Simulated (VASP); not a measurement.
LiF:

```xyz
2
Lattice="0.0000 2.0339 2.0339 2.0339 0.0000 2.0339 2.0339 2.0339 0.0000" Properties=species:S:1:pos:R:3 pbc="T T T"
Li    0.0000    0.0000    0.0000
F     2.0339    2.0339    2.0339
```

```yaml
Program: VASP 6.6.1
Task: relaxation of cell and atoms
Functional: r2SCAN
Potentials_or_basis: VASP PAW PBE potentials, release 64 (Li_sv, F)
Cutoff: 600 eV
k_mesh: 10 × 10 × 10
Occupations: fermi-dirac, width 0.02 eV
Spin: no spin polarisation
```

At the start: pressure -5.0 GPa; volume 8.41 Å³/atom.

Question: How do energy, volume and symmetry change on relaxing?

Answer: Over 4 steps the energy falls by 10.2 meV/atom and the volume is 7.84 Å³/atom (-6.8 %); space group Fm-3m (No. 225, to 0.05 Å).

The path:
```tsv
step	energy change (eV)	largest force (eV/Å)	pressure (GPa)	volume (Å³)
1	0.0000	0.0000	-5.03	16.83
2	-0.0157	0.0000	-2.72	16.19
3	-0.0204	0.0000	-0.17	15.71
4	-0.0204	0.0000	0.00	15.68
```

Final structure:
```xyz
2
Lattice="0.0000 1.9864 1.9864 1.9864 0.0000 1.9864 1.9864 1.9864 0.0000" Properties=species:S:1:pos:R:3 pbc="T T T"
Li    0.0000    1.9864    1.9864
F     1.9864    1.9864    1.9864
```

Caveat: the cutoff is under 1.25 times the usual one of these potentials, so pressure, stress and relaxed cells hold a basis-set (Pulay) error; the PAW data sets were made with another functional, which shifts forces and pressure a little.
